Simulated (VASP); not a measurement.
# GaAs in VASP: notebook

The runs below take GaAs through single point, with PBE.

Program: VASP 6.6.1. These are calculated values, not measurements. Logs are shortened: lines on timing, memory, paths and dates and some standing lists are left out, and cuts for length are marked.

## (1) The cell of the first run

The cell holds a wire or tube with vacuum around it, 20 atoms: a = 15.500 Å, b = 15.500 Å, c = 7.004 Å, α = 90.00°, β = 90.00°, γ = 90.00°.

## (2) Single point, PBE

The input, INCAR:

```
SYSTEM = GaAs
PREC = Accurate
ENCUT = 520
EDIFF = 1E-6
ISMEAR = 0
SIGMA = 0.05
LREAL = Auto
LASPH = .True.
NELM = 60
ALGO = Normal
ISIF = 2
LWAVE = .False.
LCHARG = .True.
GGA = PE
LELF = .True.
LVHAR = .True.
NBANDS = 106
```

The input, KPOINTS:

```
regular mesh
0
Gamma
  1 1 7
  0 0 0
```

The input, POSCAR:

```
GaAs
1.0
   15.5000000000      0.0000000000      0.0000000000
    0.0000000000     15.5000000000      0.0000000000
    0.0000000000      0.0000000000      7.0040632852
Ga As
10 10
Direct
    0.6889316688      0.5000000000      0.6666666667
    0.5583830964      0.6796846948      0.6666666667
    0.6528489309      0.6110512486      0.1666666667
    0.3471510691      0.6110512486      0.6666666667
    0.4416169036      0.6796846948      0.1666666667
    0.3471510691      0.3889487514      0.6666666667
    0.3110683312      0.5000000000      0.1666666667
    0.5583830964      0.3203153052      0.6666666667
    0.4416169036      0.3203153052      0.1666666667
    0.6528489309      0.3889487514      0.1666666667
    0.6830707988      0.6330087210      0.8333333333
    0.7262879521      0.5000000000      0.3333333333
    0.4300731772      0.7152126314      0.8333333333
    0.5699268228      0.7152126314      0.3333333333
    0.2737120479      0.5000000000      0.8333333333
    0.3169292012      0.6330087210      0.3333333333
    0.4300731772      0.2847873686      0.8333333333
    0.3169292012      0.3669912790      0.3333333333
    0.6830707988      0.3669912790      0.8333333333
    0.5699268228      0.2847873686      0.3333333333
```

Potentials or basis: VASP PAW PBE potentials, release 64 (Ga_d, As).

Run with:

```
> cat potpaw_PBE.64/Ga_d/POTCAR potpaw_PBE.64/As/POTCAR > POTCAR
> mpirun -np 1 vasp_std > vasp.out
```

OUTCAR:

```text
SYSTEM = GaAs
   PREC = Accurate
   ENCUT = 520
   EDIFF = 1E-6
   ISMEAR = 0
   LREAL = Auto
   LASPH = .True.
   NELM = 60
   ISIF = 2
   GGA = PE

 ion  position               nearest neighbor table
   1  0.689  0.500  0.667-  11 2.37  19 2.37  12 2.41
   2  0.558  0.680  0.667-  13 2.37  11 2.37  14 2.41
   3  0.653  0.611  0.167-  12 2.37  14 2.37  11 2.41
   4  0.347  0.611  0.667-  15 2.37  13 2.37  16 2.41
   5  0.442  0.680  0.167-  14 2.37  16 2.37  13 2.41
   6  0.347  0.389  0.667-  15 2.37  17 2.37  18 2.41
[... 12 lines left out ...]
  19  0.683  0.367  0.833-   1 2.37   8 2.37  10 2.41
  20  0.570  0.285  0.333-   9 2.37  10 2.37   8 2.41

  LATTYP: Found a simple tetragonal cell.
 ALAT       =    15.5000000000
 C/A-ratio  =     0.4518750507

  Lattice vectors:

 A1 = (  15.5000000000,   0.0000000000,   0.0000000000)
 A2 = (   0.0000000000,  15.5000000000,   0.0000000000)
 A3 = (   0.0000000000,   0.0000000000,   7.0040632852)

Analysis of symmetry for initial positions (statically):
=====================================================================
 Subroutine PRICEL returns:
 Original cell was already a primitive cell.

 Routine SETGRP: Setting up the symmetry group for a
 simple tetragonal supercell.

 Subroutine GETGRP returns: Found  4 space group operations
 (whereof  2 operations were pure point group operations)
 out of a pool of 16 trial point group operations.

The static configuration has the point symmetry C_1h.
 The point group associated with its full space group is C_2v.

Analysis of symmetry for dynamics (positions and initial velocities):
=====================================================================
 Subroutine PRICEL returns:
 Original cell was already a primitive cell.

 Routine SETGRP: Setting up the symmetry group for a
 simple tetragonal supercell.

 Subroutine GETGRP returns: Found  4 space group operations
 (whereof  2 operations were pure point group operations)
 out of a pool of 16 trial point group operations.

The dynamic configuration has the point symmetry C_1h.
 The point group associated with its full space group is C_2v.

 Subroutine INISYM returns: Found  4 space group operations
 (whereof  2 operations are pure point group operations),
 and found     1 'primitive' translations

----------------------------------------------------------------------------------------

                                     Primitive cell

  volume of cell :    1682.7262

  direct lattice vectors                    reciprocal lattice vectors
    15.500000000  0.000000000  0.000000000     0.064516129  0.000000000  0.000000000
     0.000000000 15.500000000  0.000000000     0.000000000  0.064516129  0.000000000
     0.000000000  0.000000000  7.004063285     0.000000000  0.000000000  0.142774267

  length of vectors
    15.500000000 15.500000000  7.004063285     0.064516129  0.064516129  0.142774267

  position of ions in fractional coordinates (direct lattice)
     0.688931669  0.500000000  0.666666667
     0.558383096  0.679684695  0.666666667
     0.652848931  0.611051249  0.166666667
     0.347151069  0.611051249  0.666666667
     0.441616904  0.679684695  0.166666667
     0.347151069  0.388948751  0.666666667
[... 12 lines left out ...]
     0.683070799  0.366991279  0.833333333
     0.569926823  0.284787369  0.333333333

  ion indices of the primitive-cell ions
   primitive index   ion index
                 1           1
                 2           2
                 3           3
                 4           4
                 5           5
                 6           6
[... 12 lines left out ...]
                19          19
                20          20

----------------------------------------------------------------------------------------

 KPOINTS: regular mesh

Automatic generation of k-mesh.
 Grid dimensions read from file:
 generate k-points for:    1    1    7

 Generating k-lattice:

  Cartesian coordinates                     Fractional coordinates (reciprocal lattice)
     0.064516129  0.000000000  0.000000000     1.000000000  0.000000000  0.000000000
     0.000000000  0.064516129  0.000000000     0.000000000  1.000000000  0.000000000
     0.000000000  0.000000000  0.020396324     0.000000000  0.000000000  0.142857143

  Length of vectors
     0.064516129  0.064516129  0.020396324

  Shift w.r.t. Gamma in fractional coordinates (k-lattice)
     0.000000000  0.000000000  0.000000000

 Subroutine IBZKPT returns following result:
 ===========================================

 Found      4 irreducible k-points:

 Following reciprocal coordinates:
            Coordinates               Weight
  0.000000  0.000000  0.000000      1.000000
  0.000000  0.000000  0.142857      2.000000
  0.000000  0.000000  0.285714      2.000000
  0.000000  0.000000  0.428571      2.000000
   k-points           NKPTS =      4   k-points in BZ     NKDIM =      4   number of bands    NBANDS=    106
   number of dos      NEDOS =    301   number of ions     NIONS =     20
   total plane-waves  NPLWV = 777600
   dimension x,y,z NGX =   120 NGY =  120 NGZ =   54
   dimension x,y,z NGXF=   240 NGYF=  240 NGZF=  108
   ions per type =              10  10
   NGX,Y,Z   is equivalent  to a cutoff of  12.87, 12.87, 12.82 a.u.
   NGXF,Y,Z  is equivalent  to a cutoff of  25.74, 25.74, 25.63 a.u.
 SYSTEM =  GaAs
   PREC   = accura    normal or accurate (medium, high low for compatibility)
   ISTART =      0    job   : 0-new  1-cont  2-samecut
   ICHARG =      2    charge: 1-file 2-atom 10-const
   ISPIN  =      1    spin polarized calculation?
   LNONCOLLINEAR =      F non collinear calculations
   LSORBIT =      F    spin-orbit coupling
   LASPH  =      T    aspherical Exc in radial PAW
   ENCUT  =  520.0 eV  38.22 Ry    6.18 a.u.  28.82 28.82 13.02*2*pi/ulx,y,z
   NELM   =     60;   NELMIN=  2; NELMDL= -5     # of ELM steps
   EDIFF  = 0.1E-05   stopping-criterion for ELM
   LREAL  =      T    real-space projection
   EDIFFG = 0.1E-04   stopping-criterion for IOM
   NSW    =      0    number of steps for IOM
[... 5 lines left out ...]
   TEBEG  =    0.0;   TEEND  =   0.0 temperature during run
   PSTRESS=    0.0 pullay stress
   NELECT =     180.0000    total number of electrons
   NUPDOWN=      -1.0000    fix difference up-down
   EMIN   =  10.00;   EMAX   =-10.00  energy-range for DOS
   EFERMI =   0.00;   METHOD = LEGACY
   ISMEAR =     0;   SIGMA  =   0.05  broadening in eV -4-tet -1-fermi 0-gaus
   EFERMI_NEDOS =   21; number of points for ismear=-14 and -15
   IALGO  =     38    algorithm
   IMIX   =      4    mixing-type and parameters
     AMIX     =   0.40;   BMIX     =  1.00
     AMIX_MAG =   1.60;   BMIX_MAG =  1.00
  volume/ion in A,a.u.               =      84.14       567.78
  Fermi-wavevector in a.u.,A,eV,Ry     =   0.777132  1.468566  8.217012  0.603933
  Thomas-Fermi vector in A             =   1.879755
   LORBIT       =      0    0 simple, 1 ext, 2 COOP (PROOUT), +10 PAW based schemes
   GGA     = PE    functional components
   LHFCALC =     F    Hartree Fock is set to
   AEXX    =    0.0000 exact exchange contribution
   IVDW    =     0    specifies the selected vdW correction
   LEPSILON=     F    determine dielectric tensor
   LRPA    =     F    only Hartree local field effects (RPA)
 non-spin polarized calculation
 Gauss-broadening in eV      SIGMA  =   0.05
  energy-cutoff  :      520.00
  volume of cell :     1682.73
 maximum number of plane-waves:     45354
 NGX is ok and might be reduce to   120
   NGX = 57   NGY = 57   NGZ = 27

 number of electron     179.9999944 magnetization

 Free energy of the ion-electron system (eV)
  ---------------------------------------------------
  ext. energy  EPLUGINS =         0.00000000
  ---------------------------------------------------
  free energy    TOTEN  =       -75.34970276 eV

  energy without entropy =      -75.34970276  energy(sigma->0) =      -75.34970276

 E-fermi :  -2.7474     XC(G=0):  -3.5635

 val. band max:       -3.0173290125   @ k =   0.0000   0.0000   0.0000
 cond. band min:      -1.9392091061   @ k =   0.0000   0.0000   0.0000
 fundamental gap:      1.0781199064
 Fermi energy:        -2.7473535809

 k-point     1 :       0.0000    0.0000    0.0000
  band No.  band energies     occupation
      1     -17.5873      2.00000
      2     -17.5646      2.00000
      3     -17.5646      2.00000
      4     -17.5453      2.00000
      5     -17.5211      2.00000
      6     -17.5210      2.00000
[... 94 lines left out ...]
    101       0.9148      0.00000
    102       0.9161      0.00000

 k-point     2 :       0.0000    0.0000    0.1429
  band No.  band energies     occupation
      1     -17.5849      2.00000
      2     -17.5627      2.00000
      3     -17.5627      2.00000
      4     -17.5471      2.00000
      5     -17.5223      2.00000
      6     -17.5223      2.00000
[... 94 lines left out ...]
    101       0.3618      0.00000
    102       0.3672      0.00000

 k-point     3 :       0.0000    0.0000    0.2857
  band No.  band energies     occupation
      1     -17.5783      2.00000
      2     -17.5572      2.00000
      3     -17.5572      2.00000
      4     -17.5522      2.00000
      5     -17.5295      2.00000
      6     -17.5295      2.00000
[... 94 lines left out ...]
    101       0.0756      0.00000
    102       0.5776      0.00000

 k-point     4 :       0.0000    0.0000    0.4286
  band No.  band energies     occupation
      1     -17.5693      2.00000
      2     -17.5600      2.00000
      3     -17.5489      2.00000
      4     -17.5489      2.00000
      5     -17.5390      2.00000
      6     -17.5390      2.00000
[... 94 lines left out ...]
    101       0.4796      0.00000
    102       0.5381      0.00000
 [bands above 102 left out]

------------------------ aborting loop because EDIFF is reached ----------------------------------------

  FORCE on cell =-STRESS in cart. coord.  units (eV):
  Direction    XX          YY          ZZ          XY          YZ          ZX
  --------------------------------------------------------------------------------------
  -------------------------------------------------------------------------------------
  Total       11.9378924     11.8802833     -0.2298175      0.0000000      0.0000000      0.0000000
  in kB       11.3664484     11.3115969     -0.2188166      0.0000000      0.0000000      0.0000000
  external PRESSURE =       7.4864096 kB  Pullay stress =       0.0000000 kB

 VOLUME and BASIS-vectors are now :
 -----------------------------------------------------------------------------
  energy-cutoff  :      520.00
  volume of cell :     1682.73
      direct lattice vectors                 reciprocal lattice vectors
    15.500000000  0.000000000  0.000000000     0.064516129  0.000000000  0.000000000
     0.000000000 15.500000000  0.000000000     0.000000000  0.064516129  0.000000000
     0.000000000  0.000000000  7.004063285     0.000000000  0.000000000  0.142774267

 POSITION                                       TOTAL-FORCE (eV/Angst)
 -----------------------------------------------------------------------------------
     10.67844      7.75000      4.66938        -0.285040      0.000000     -0.034926
      8.65494     10.53511      4.66938        -0.088537     -0.270786     -0.035285
     10.11916      9.47129      1.16734        -0.231589     -0.168186     -0.035966
      5.38084      9.47129      4.66938         0.231589     -0.168186     -0.035966
      6.84506     10.53511      1.16734         0.088537     -0.270786     -0.035285
      5.38084      6.02871      4.66938         0.231589      0.168186     -0.035966
[... 12 lines left out ...]
     10.58760      5.68836      5.83672         0.751937     -0.547872      0.034845
      8.83387      4.41420      2.33469         0.285043     -0.879519      0.036192
 -----------------------------------------------------------------------------------
    total drift:                                0.000000      0.000000     -0.003811

  FREE ENERGIE OF THE ION-ELECTRON SYSTEM (eV)
  ---------------------------------------------------
  free  energy   TOTEN  =       -75.3497027636 eV

  energy  without entropy=      -75.3497027636  energy(sigma->0) =      -75.34970276
```

Wall time 55 min (1 thread of Intel Xeon 8259CL, shared host); peak memory 1.5 GiB.

What came out:

| Property | Result |
| --- | --- |
| Free energy | -75.3497 eV |
| Largest force | 0.936 eV/Å |
| Band gap on the k mesh | 1.08 eV |

Forces on the atoms (eV/Å):
```
Ga  -0.285  0.000 -0.035
Ga  -0.089 -0.271 -0.035
Ga  -0.232 -0.168 -0.036
Ga   0.232 -0.168 -0.036
Ga   0.089 -0.271 -0.035
Ga   0.232  0.168 -0.036
Ga   0.285  0.000 -0.035
Ga  -0.089  0.271 -0.035
Ga   0.089  0.271 -0.035
Ga  -0.232  0.168 -0.036
As   0.752  0.548  0.035
As   0.935  0.000  0.035
As  -0.285  0.880  0.036
As   0.285  0.880  0.036
As  -0.935  0.000  0.035
As  -0.752  0.548  0.035
As  -0.285 -0.880  0.036
As  -0.752 -0.548  0.035
As   0.752 -0.548  0.035
As   0.285 -0.880  0.036
```

Levels at points of the mesh, in eV from the valence-band top:
```csv
k point,band 86,band 87,band 88,band 89,band 90,band 91,band 92,band 93,band 94,band 95
"(0.00, 0.00, 0.00)",-0.48,-0.32,-0.11,0.00,0.00,1.08,1.28,2.17,2.17,2.69
```

## (3) Single point, PBE

This run uses another cell than the first one.

The input, INCAR:

```
SYSTEM = GaAs
PREC = Accurate ; ENCUT = 520
EDIFF = 1E-6 ; ISMEAR = 0
SIGMA = 0.05 ; LREAL = Auto
LASPH = .TRUE. ; NELM = 60
ALGO = Normal ; ISIF = 2
LWAVE = .FALSE. ; LCHARG = .FALSE.
GGA = PE ; NBANDS = 106
```

The input, KPOINTS:

```
regular mesh
0
G
  1 1 7
  0 0 0
```

The input, POSCAR:

```
GaAs
1.0
   15.5000000000      0.0000000000      0.0000000000
    0.0000000000     15.5000000000      0.0000000000
    0.0000000000      0.0000000000      6.7478503465
Ga As
10 10
Direct
    0.6947240703      0.5000000000      0.6722274913
    0.5601746593      0.6851876436      0.6722205840
    0.6575307562      0.6144571927      0.1722170109
    0.3424692438      0.6144571927      0.6722170109
    0.4398253407      0.6851876436      0.1722205840
    0.3424692438      0.3855428073      0.6722170109
    0.3052759297      0.5000000000      0.1722274913
    0.5601746593      0.3148123564      0.6722205840
    0.4398253407      0.3148123564      0.1722205840
    0.6575307562      0.3855428073      0.1722170109
    0.6949199270      0.6416165298      0.8277799822
    0.7409210792      0.5000000000      0.3277765003
    0.4255515294      0.7291367884      0.8277804271
    0.5744484706      0.7291367884      0.3277804271
    0.2590789208      0.5000000000      0.8277765003
    0.3050800730      0.6416165298      0.3277799822
    0.4255515294      0.2708632116      0.8277804271
    0.3050800730      0.3583834702      0.3277799822
    0.6949199270      0.3583834702      0.8277799822
    0.5744484706      0.2708632116      0.3277804271
```

Potentials or basis: VASP PAW PBE potentials, release 64 (Ga_d, As).

Run with:

```
> cat potpaw_PBE.64/Ga_d/POTCAR potpaw_PBE.64/As/POTCAR > POTCAR
> mpirun -np 1 vasp_std > vasp.out
```

Wall time 44 min (1 thread of Oxide Virtual Turin-like, shared host); peak memory 1.5 GiB.

It converged, with:

```yaml
Free_energy: -76.2789 eV
Largest_force: 0.031 eV/Å
Band_gap_on_the_k_mesh: 1.18 eV (least direct gap 1.19 eV)
```

Forces on the atoms (eV/Å):
```
Ga  -0.004  0.000 -0.004
Ga  -0.001 -0.004 -0.004
Ga  -0.003 -0.002 -0.003
Ga   0.003 -0.002 -0.003
Ga   0.001 -0.004 -0.004
Ga   0.003  0.002 -0.003
Ga   0.004  0.000 -0.004
Ga  -0.001  0.004 -0.004
Ga   0.001  0.004 -0.004
Ga  -0.003  0.002 -0.003
As   0.020  0.016  0.002
As   0.029  0.000  0.012
As  -0.012  0.026  0.000
As   0.012  0.026  0.000
As  -0.029  0.000  0.012
As  -0.020  0.016  0.002
As  -0.012 -0.026  0.000
As  -0.020 -0.016  0.002
As   0.020 -0.016  0.002
As   0.012 -0.026  0.000
```

Levels at points of the mesh, in eV from the valence-band top:
```
           k point  band 86  band 87  band 88  band 89  band 90  band 91  band 92  band 93  band 94  band 95
(0.00, 0.00, 0.00)    -0.29    -0.27    -0.27    -0.20     0.00     1.19     1.52     2.11     2.12     2.40
```
